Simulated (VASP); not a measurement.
Crystal: WSe4.

```xyz
5
Lattice="-3.1617 3.1617 3.1617 3.1617 -3.1617 3.1617 3.1617 3.1617 -3.1617" Properties=species:S:1:pos:R:3 pbc="T T T"
W     0.0000    0.0000    0.0000
Se    1.5809    1.5809    1.5809
Se    1.5809    1.5809   -1.5809
Se    1.5809   -1.5809    1.5809
Se   -1.5809    1.5809    1.5809
```

The cell was built from a structure type or drawn by symmetry, and may not be a known phase.

```yaml
Program: VASP 6.6.1
Task: relaxation of cell and atoms
Functional: PBE
Potentials_or_basis: VASP PAW PBE potentials, release 64 (W_sv, Se)
Cutoff: 600 eV
k_mesh: 4 × 4 × 4
Occupations: gaussian, width 0.1 eV
Spin: collinear spin
Starting_moments: "[1.44, 0.0, 0.0, 0.0, 0.0] μB"
```

At the start: pressure -5.0 GPa; volume 25.29 Å³/atom.

How do energy, volume and symmetry change on relaxing?

Over 3 steps the energy falls by 30.2 meV/atom and the volume is 23.41 Å³/atom (-7.4 %); space group Im-3m (No. 229, to 0.1 Å) before and after; moment 1.81 μB per cell.

The path:
```
step  energy change (eV)  largest force (eV/Å)  pressure (GPa)  volume (Å³)
   1              0.0000                0.0000           -5.01       126.43
   2             -0.1117                0.0000            2.57       112.51
   3             -0.1511                0.0000            0.18       117.07
```

Final structure:
```
W Se
1.0
    -3.08170    3.08170    3.08170
     3.08170   -3.08170    3.08170
     3.08170    3.08170   -3.08170
W Se
1 4
Direct
  0.00000 0.00000 0.00000
  0.50000 0.50000 0.50000
  0.00000 0.00000 0.50000
  0.00000 0.50000 0.00000
  0.50000 0.00000 0.00000
```
